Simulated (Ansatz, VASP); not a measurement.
AgI: VASP beside Ansatz

```xyz
4
Lattice="4.5298 0.0000 0.0000 -2.2649 3.9230 0.0000 0.0000 0.0000 7.2517" Properties=species:S:1:pos:R:3 pbc="T T T"
Ag    2.2649    1.3077    4.5301
Ag    0.0000    2.6153    0.9043
I     2.2649    1.3077    0.0384
I     0.0000    2.6153    3.6643
```

Change from the starting cell: film at in-plane strain +0.01.

Alike in both runs: task single point; functional LDA; k mesh 6 × 6 × 4; no spin polarisation.

```csv
,VASP,Ansatz
version,VASP 6.6.1,Ansatz 0.2.0
potentials or method,"VASP PAW LDA potentials, release 64 (Ag, I), cutoff 500 eV","all-electron LAPW, scalar-relativistic"
occupations,"gaussian, width 0.01 eV",fixed
```

Ansatz gave:

- gap on the k mesh at the Fermi level (eV): 1.10
- pressure (GPa): -0.3
- traceless stress, the component that is largest in VASP (GPa): 0.32

Which values does VASP return?

gap on the k mesh at the Fermi level (eV): 1.14; pressure (GPa): -0.3; traceless stress, the component that is largest in VASP (GPa): 0.33.

LDA's correlation is that of Perdew and Zunger in VASP and of Perdew and Wang (1992) in Ansatz. Ansatz ran all-electron here, and VASP with PAW potentials.

Spin-orbit coupling is off throughout.
